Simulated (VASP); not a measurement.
Wanted: the native input for a VASP 6.6.1 run.

```yaml
Task: single point
Functional: PBEsol
Potentials_or_basis: VASP PAW PBE potentials, release 64 (Be)
Cutoff: 520 eV
k_mesh: 41 × 41 × 23
Occupations: methfessel-paxton, width 0.1 eV
Spin: no spin polarisation
Dipole_correction: no
Further_INCAR_settings: ALGO = Normal; EDIFF = 1e-07; NBANDS = 9
```

The structure of Be lies in POSCAR:

```
Be
1.0
    2.2575068440      0.0000000000      0.0000000000
   -1.1287534220      1.9550582760      0.0000000000
    0.0000000000      0.0000000000      3.5512308670
Be
2
Direct
    0.0000000000      0.0000000000      0.0000000000
    0.3333333333      0.6666666667      0.5000000000
```

These files were run (other wordings do the same):

INCAR

```
SYSTEM = Be
PREC = Accurate ; ENCUT = 520
EDIFF = 1E-7 ; ISMEAR = 1
SIGMA = 0.1 ; LREAL = .FALSE.
LASPH = .TRUE. ; NELM = 60
ALGO = Normal ; ISIF = 2
LWAVE = .FALSE. ; LCHARG = .FALSE.
GGA = PS ; NBANDS = 9
```

KPOINTS

```
Automatic mesh
0
G
  41 41 23
  0 0 0
```

Potentials or basis: VASP PAW PBE potentials, release 64 (Be).

Launch:

```console
$ cat potpaw_PBE.64/Be/POTCAR > POTCAR
$ mpirun -np 1 vasp_std > vasp.out
```

It gave:

```
Pressure               : 0.4 GPa
Band gap on the k mesh : zero (bands 2 and 3 overlap by 1.85 eV)
```

Caveat: the PAW data sets were made with another functional, which shifts forces and pressure a little.

Run time: 72 s on 1 thread of Intel(R) Xeon(R) 6975P-C (Granite Rapids), with other jobs on the host, peak memory 0.32 GiB.
